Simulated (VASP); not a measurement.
# Cs (P6_3/mmc) in VASP: a series of runs, part 2 of 2

VASP 6.6.1.

### 4 Single point, LDA (47.98 Å³/atom)

This run uses another cell than the first one, of 47.98 Å³/atom.

INCAR

```
PREC = Accurate ; ENCUT = 520
EDIFF = 1E-6 ; ISMEAR = -1
SIGMA = 0.1 ; LREAL = F
LASPH = T ; NELM = 80
ALGO = Normal ; ISIF = 2
LWAVE = F ; LCHARG = T
LELF = T ; LVHAR = T
NBANDS = 16
```

KPOINTS

```
Automatic mesh
0
Gamma
  9 9 5
```

POSCAR

```
Cs
1.0
    4.0895781690      0.0000000000      0.0000000000
   -2.0447890845      3.5416785851      0.0000000000
    0.0000000000      0.0000000000      6.6251166338
Cs
2
Direct
    0.3333333333      0.6666666667      0.2500000000
    0.6666666667      0.3333333333      0.7500000000
```

Potentials or basis: VASP PAW LDA potentials, release 64 (Cs_sv).

Launch:

```sh
$ cat potpaw_LDA.64/Cs_sv/POTCAR > POTCAR
$ mpirun -np 1 vasp_std > vasp.out
```

OUTCAR:

```text
PREC = Accurate
   ENCUT = 520
   EDIFF = 1E-6
   ISMEAR = -1
   LREAL = F
   LASPH = T
   NELM = 80
   ISIF = 2

 ion  position               nearest neighbor table
   1  0.333  0.667  0.250-
   2  0.667  0.333  0.750-

  LATTYP: Found a hexagonal cell.
 ALAT       =     4.0895781690
 C/A-ratio  =     1.6200000000

  Lattice vectors:

 A1 = (   4.0895781690,   0.0000000000,   0.0000000000)
 A2 = (  -2.0447890845,   3.5416785851,   0.0000000000)
 A3 = (   0.0000000000,   0.0000000000,   6.6251166338)

Analysis of symmetry for initial positions (statically):
=====================================================================
 Subroutine PRICEL returns:
 Original cell was already a primitive cell.

 Routine SETGRP: Setting up the symmetry group for a
 hexagonal supercell.

 Subroutine GETGRP returns: Found 24 space group operations
 (whereof 12 operations were pure point group operations)
 out of a pool of 24 trial point group operations.

The static configuration has the point symmetry D_3d.
 The point group associated with its full space group is D_6h.

Analysis of symmetry for dynamics (positions and initial velocities):
=====================================================================
 Subroutine PRICEL returns:
 Original cell was already a primitive cell.

 Routine SETGRP: Setting up the symmetry group for a
 hexagonal supercell.

 Subroutine GETGRP returns: Found 24 space group operations
 (whereof 12 operations were pure point group operations)
 out of a pool of 24 trial point group operations.

The dynamic configuration has the point symmetry D_3d.
 The point group associated with its full space group is D_6h.

 Subroutine INISYM returns: Found 24 space group operations
 (whereof 12 operations are pure point group operations),
 and found     1 'primitive' translations

----------------------------------------------------------------------------------------
[... 110 lines left out ...]
   IALGO  =     38    algorithm
   IMIX   =      4    mixing-type and parameters
     AMIX     =   0.40;   BMIX     =  1.00
     AMIX_MAG =   1.60;   BMIX_MAG =  1.00
  volume/ion in A,a.u.               =      47.98       323.78
  Fermi-wavevector in a.u.,A,eV,Ry     =   0.937142  1.770941 11.949107  0.878235
  Thomas-Fermi vector in A             =   2.064223
   LORBIT       =      0    0 simple, 1 ext, 2 COOP (PROOUT), +10 PAW based schemes
   GGA     = CA    functional components
   LHFCALC =     F    Hartree Fock is set to
   AEXX    =    0.0000 exact exchange contribution
   IVDW    =     0    specifies the selected vdW correction
   LEPSILON=     F    determine dielectric tensor
   LRPA    =     F    only Hartree local field effects (RPA)
 non-spin polarized calculation
  energy-cutoff  :      520.00
  volume of cell :       95.96
 maximum number of plane-waves:      2611
   NGX = 15   NGY = 15   NGZ = 25

 number of electron      17.9999996 magnetization

 Free energy of the ion-electron system (eV)
  ---------------------------------------------------
  ext. energy  EPLUGINS =         0.00000000
  ---------------------------------------------------
  free energy    TOTEN  =        -1.26978055 eV

  energy without entropy =       -1.16271968  energy(sigma->0) =       -1.21625012

 E-fermi :   3.5805     XC(G=0):  -8.3207

 val. band max:        3.5796493801   @ k =   0.3333   0.2222   0.0000
 cond. band min:       3.5807628021   @ k =   0.3333   0.0000   0.4000
 fundamental gap:      0.0011134220
 Fermi energy:         3.5804972422

 k-point     1 :       0.0000    0.0000    0.0000
  band No.  band energies     occupation
      1     -20.2531      2.00000
      2     -20.0014      2.00000
      3      -7.9525      2.00000
      4      -6.4254      2.00000
      5      -6.4254      2.00000
      6      -6.2046      2.00000
[... 433 lines left out ...]
      3      -7.4855      2.00000
      4      -7.4333      2.00000
      5      -7.4333      2.00000
      6      -7.0244      2.00000
[... 8 lines left out ...]
     15       7.2005      0.00000
     16       8.8076      0.00000

 [... further k-points ...]

------------------------ aborting loop because EDIFF is reached ----------------------------------------

  FORCE on cell =-STRESS in cart. coord.  units (eV):
  Direction    XX          YY          ZZ          XY          YZ          ZX
  --------------------------------------------------------------------------------------
  -------------------------------------------------------------------------------------
  Total        2.0166527      2.0166527      2.0315596      0.0000000      0.0000000      0.0000000
  in kB       33.6713477     33.6713477     33.9202443      0.0000000      0.0000000      0.0000000
  external PRESSURE =      33.7543132 kB  Pullay stress =       0.0000000 kB

 VOLUME and BASIS-vectors are now :
 -----------------------------------------------------------------------------
  energy-cutoff  :      520.00
  volume of cell :       95.96
      direct lattice vectors                 reciprocal lattice vectors
     4.089578169  0.000000000  0.000000000     0.244523997  0.141175996  0.000000000
    -2.044789085  3.541678585  0.000000000     0.000000000  0.282351991  0.000000000
     0.000000000  0.000000000  6.625116634     0.000000000  0.000000000  0.150940739

 POSITION                                       TOTAL-FORCE (eV/Angst)
 -----------------------------------------------------------------------------------
     -0.00000      2.36112      1.65628         0.000000      0.000000      0.000000
      2.04479      1.18056      4.96884        -0.000000      0.000000      0.000000
 -----------------------------------------------------------------------------------
    total drift:                               -0.000000      0.000000     -0.000000

  FREE ENERGIE OF THE ION-ELECTRON SYSTEM (eV)
  ---------------------------------------------------
  free  energy   TOTEN  =        -1.2697805536 eV

  energy  without entropy=       -1.1627196802  energy(sigma->0) =       -1.21625012
```

OSZICAR:

```text
N       E                     dE             d eps       ncg     rms          rms(c)
DAV:   1     0.114964554535E+03    0.11496E+03   -0.72039E+03  1152   0.923E+02
DAV:   2     0.740344393906E+01   -0.10756E+03   -0.10299E+03  1664   0.168E+02
DAV:   3    -0.124819470981E+01   -0.86516E+01   -0.85765E+01  1472   0.512E+01
DAV:   4    -0.133582550139E+01   -0.87631E-01   -0.87614E-01  1384   0.586E+00
DAV:   5    -0.133630652831E+01   -0.48103E-03   -0.48101E-03  1512   0.454E-01    0.907E-01
DAV:   6    -0.128514022649E+01    0.51166E-01   -0.50574E-02  1240   0.110E+00    0.420E-01
DAV:   7    -0.127016440051E+01    0.14976E-01   -0.40743E-02  1280   0.981E-01    0.122E-01
DAV:   8    -0.126979199290E+01    0.37241E-03   -0.72646E-04  1544   0.148E-01    0.144E-02
DAV:   9    -0.126978239518E+01    0.95977E-05   -0.27700E-05  1376   0.280E-02    0.522E-03
DAV:  10    -0.126978058642E+01    0.18088E-05   -0.18171E-06  1488   0.816E-03    0.105E-03
DAV:  11    -0.126978055365E+01    0.32770E-07   -0.12814E-07   856   0.197E-03
   1 F= -.12697806E+01 E0= -.12162501E+01  d E =-.107061E+00
```

Wall time 78 s (1 thread of Intel Xeon 8259CL, shared host); peak memory 0.19 GiB.

Results:

```yaml
Free_energy: -1.2698 eV
Pressure: 3.4 GPa
Band_gap_on_the_k_mesh: zero (bands 9 and 10 overlap by 1.20 eV)
```

Levels at points of the mesh, in eV from the Fermi level:
```tsv
k point	band 5	band 6	band 7	band 8	band 9	band 10	band 11	band 12	band 13	band 14
(0.00, 0.00, 0.00)	-10.01	-9.79	-9.79	-9.76	-2.06	-0.50	2.73	2.73	2.83	3.31
```

Caveat: the cell stands under pressure; spin-orbit coupling is left out, which moves the levels of the heavy elements.

### 5 Single point, LDA

This run uses another cell than the first one, of 57.57 Å³/atom.

INCAR

```
PREC = Accurate
ENCUT = 520
EDIFF = 1E-6
ISMEAR = -1
SIGMA = 0.1
LREAL = False
LASPH = True
NELM = 80
ALGO = Normal
ISIF = 2
LWAVE = False
LCHARG = False
GGA = CA
NBANDS = 16
```

KPOINTS

```
regular mesh
0
Gamma
  9 9 5
```

POSCAR

```
Cs
1.0
    4.3458252856      0.0000000000      0.0000000000
   -2.1729126428      3.7635950978      0.0000000000
    0.0000000000      0.0000000000      7.0402369627
Cs
2
Direct
    0.3333333333      0.6666666667      0.2500000000
    0.6666666667      0.3333333333      0.7500000000
```

Launch:

```sh
$ cat potpaw_LDA.64/Cs_sv/POTCAR > POTCAR
$ mpirun -np 1 vasp_std > vasp.out
```

Run time: 80 s. Hardware: 1 thread of Intel Xeon 8259CL, shared host; peak memory 0.21 GiB.

It converged, with:

```yaml
Free_energy: -1.6044 eV
Pressure: 2.3 GPa
Band_gap_on_the_k_mesh: zero (bands 9 and 10 overlap by 1.43 eV)
```

Stress tensor (GPa, compression positive):
```
2.25 0.00 0.00
0.00 2.25 0.00
0.00 0.00 2.36
```

Levels at points of the mesh, in eV from the Fermi level:
```csv
k point,band 5,band 6,band 7,band 8,band 9,band 10,band 11,band 12,band 13,band 14
"(0.00, 0.00, 0.00)",-10.15,-10.01,-10.01,-10.00,-2.18,-0.41,2.42,2.63,2.63,2.72
```

Caveat: spin-orbit coupling is left out, which moves the levels of the heavy elements.

### 6 Single point, LDA (57.57 Å³/atom)

This run uses another cell than the first one, of 57.57 Å³/atom.

INCAR

```
ALGO = Normal
EDIFF = 1E-6
ENCUT = 520
ISIF = 2
ISMEAR = -1
LASPH = True
LCHARG = True
LELF = True
LREAL = False
LVHAR = True
LWAVE = False
NBANDS = 16
NELM = 100
PREC = Accurate
SIGMA = 0.1
```

KPOINTS

```
k-points
0
Gamma
  9 9 5
```

POSCAR is that of step 5.

Potentials or basis: VASP PAW LDA potentials, release 64 (Cs_sv).

Launch:

```sh
$ cat potpaw_LDA.64/Cs_sv/POTCAR > POTCAR
$ mpirun -np 1 vasp_std > vasp.out
```

It took 73 s on 1 thread of Intel Xeon 8259CL, shared host; peak memory 0.21 GiB.

Results (log left out):

```yaml
Free_energy: -1.6044 eV
Pressure: 2.3 GPa
Band_gap_on_the_k_mesh: zero (bands 9 and 10 overlap by 1.43 eV)
```

Stress tensor (GPa, compression positive):
```
2.25 0.00 0.00
0.00 2.25 0.00
0.00 0.00 2.36
```

Levels at points of the mesh, in eV from the Fermi level:
```csv
k point,band 7,band 8,band 9,band 10,band 11,band 12
"(0.00, 0.00, 0.00)",-10.01,-10.00,-2.18,-0.41,2.42,2.63
```

Caveat: spin-orbit coupling is left out, which moves the levels of the heavy elements.

### 7 Summary

```csv
cell,gap on the mesh (eV),pressure (GPa)
"a = 3.796, b = 3.796, c = 6.150 Å, angles 90.0, 90.0, 120.0°, 2 atoms",none,4.9
"a = 4.090, b = 4.090, c = 6.625 Å, angles 90.0, 90.0, 120.0°, 2 atoms",none,3.4
"a = 4.346, b = 4.346, c = 7.040 Å, angles 90.0, 90.0, 120.0°, 2 atoms",none,2.3
```

Alike in all rows: task single point; level LDA; potentials or basis VASP PAW LDA potentials, release 64 (Cs_sv); no spin polarisation; k mesh 9 × 9 × 5; cutoff (eV) 520; smearing fermi-dirac 0.1 eV.

Caveats: spin-orbit coupling is left out, which moves the levels of the heavy elements; the cell stands under pressure (at least some runs).

Total energies depend on the potentials used, so only differences within one code and one set of settings carry meaning.

The gap in the log of VASP goes by the Fermi energy; the results here count the filled bands.